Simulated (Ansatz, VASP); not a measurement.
Two plane-wave programs on SiC

Contents of INCAR:

```
SYSTEM = SiC
ALGO = Normal ; EDIFF = 1E-6
EDIFFG = -0.002 ; ENCUT = 600
GGA = PS ; IBRION = 2
ISIF = 3 ; ISMEAR = -1
LASPH = .True. ; LCHARG = .False.
LREAL = .False. ; LWAVE = .False.
NELM = 60 ; NSW = 100
PREC = Accurate ; SIGMA = 0.1
```

KPOINTS

```
k-points
0
Gamma
  12 12 6
  0 0 0
```

POSCAR

```
SiC
1.0
    3.0760000000      0.0000000000      0.0000000000
   -1.5380000000      2.6638941420      0.0000000000
    0.0000000000      0.0000000000      5.0480000000
Si C
2 2
Direct
    0.3333333333      0.6666666667      0.0000000000
    0.6666666667      0.3333333333      0.5000000000
    0.3333333333      0.6666666667      0.3850000000
    0.6666666667      0.3333333333      0.8850000000
```

Input for Ansatz:

```yaml
crystal:
  lattice:
    - [3.07599999998, 0.0, 0.0]
    - [-1.53799999999, 2.66389414203, 0.0]
    - [0.0, 0.0, 5.048]
  atoms:
    - { symbol: Si, position: [0.333333333333, 0.666666666667, 0.0] }
    - { symbol: Si, position: [0.666666666667, 0.333333333333, 0.5] }
    - { symbol: C, position: [0.333333333333, 0.666666666667, 0.385] }
    - { symbol: C, position: [0.666666666667, 0.333333333333, 0.885] }
kpoints:
  mp_grid: { grid: [12, 12, 6] }
scf:
  occupations: { method: fermi_dirac, width: 0.1 }
hamiltonian:
  xc: pbesol
  pseudopotentials: { kind: paw }
relax:
  f_tol: 0.002
  max_steps: 80
  cell: {}
output:
  forces: true
  stress: true
```

Alike in both runs: task relaxation of cell and atoms; functional PBEsol; k mesh 12 × 12 × 6; occupations fermi-dirac, width 0.1 eV; no spin polarisation.

|  | VASP | Ansatz |
| --- | --- | --- |
| version | VASP 6.6.1 | Ansatz 0.2.0 |
| potentials or method | VASP PAW PBE potentials, release 64 (Si, C) | PAW with Ansatz's default frozen-core files, scalar-relativistic |
| plane-wave cutoff (eV) | 600 | 420 |
| valence electrons in the cell | 16 | 16 |

Ansatz gave:

- relaxed volume (Å³/atom): 10.34
- relaxed cell length with the largest relative difference (Å): 5.048

Which values does VASP return?

Relaxed volume (Å³/atom): 10.35; relaxed cell length with the largest relative difference (Å): 5.050.

VASP's potentials were made for PBE, not for PBEsol.
